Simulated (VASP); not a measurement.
**HfS2: single point with r2SCAN**

HfS2:

```
CELL_PARAMETERS angstrom
3.52139 0.00000 0.00000
-1.76069 3.04961 0.00000
0.00000 0.00000 5.95020
ATOMIC_POSITIONS crystal
Hf 0.00000 0.00000 0.00000
S 0.33333 0.66667 0.24966
S 0.66667 0.33333 0.75034
```

This cell differs from its parent crystal: epitaxial xy strain -3.0%.

```json
{
 "Program": "VASP 6.6.1",
 "Task": "single point",
 "Functional": "r2SCAN",
 "Potentials or basis": "VASP PAW PBE potentials, release 64 (Hf_pv, S)",
 "Cutoff": "550 eV",
 "k mesh": "12 × 12 × 4",
 "Occupations": "gaussian, width 0.01 eV",
 "Spin": "no spin polarisation"
}
```

The pressure is 4.3 GPa, the largest force is 0.131 eV/Å and the band gap on the k mesh is 1.06 eV (least direct gap 2.10 eV).

Forces on the atoms (eV/Å):
```
Hf   0.000  0.000  0.000
S    0.000  0.000 -0.131
S    0.000  0.000  0.131
```

Stress tensor (GPa, compression positive):
```
6.24 0.00 0.00
0.00 6.24 0.00
0.00 0.00 0.33
```

Levels at points of the mesh, in eV from the valence-band top:
```tsv
k point	band 8	band 9	band 10	band 11	band 12	band 13	band 14	band 15
(0.00, 0.00, 0.00)	-2.80	-0.19	0.00	0.00	2.34	2.34	2.68	5.71
(0.50, 0.00, 0.00)	-2.85	-2.62	-2.23	-1.32	1.29	4.77	5.05	6.55
(0.00, 0.00, 0.50)	-2.76	-2.20	-0.14	-0.14	2.30	2.30	3.25	6.14
(0.50, 0.00, 0.50)	-2.79	-2.76	-1.10	-1.04	1.06	4.75	5.07	6.05
```

It took 6.3 min on 1 thread of AMD EPYC 9R14 (Zen 4), with other jobs on the host, peak memory 0.22 GiB.

Caveat: the cell differs from its parent crystal (epitaxial xy strain -3.0%); the cell stands under pressure; the PAW data sets were made with another functional, which shifts forces and pressure a little; spin-orbit coupling is left out, which moves the levels of the heavy elements. A k mesh can miss the band edges.
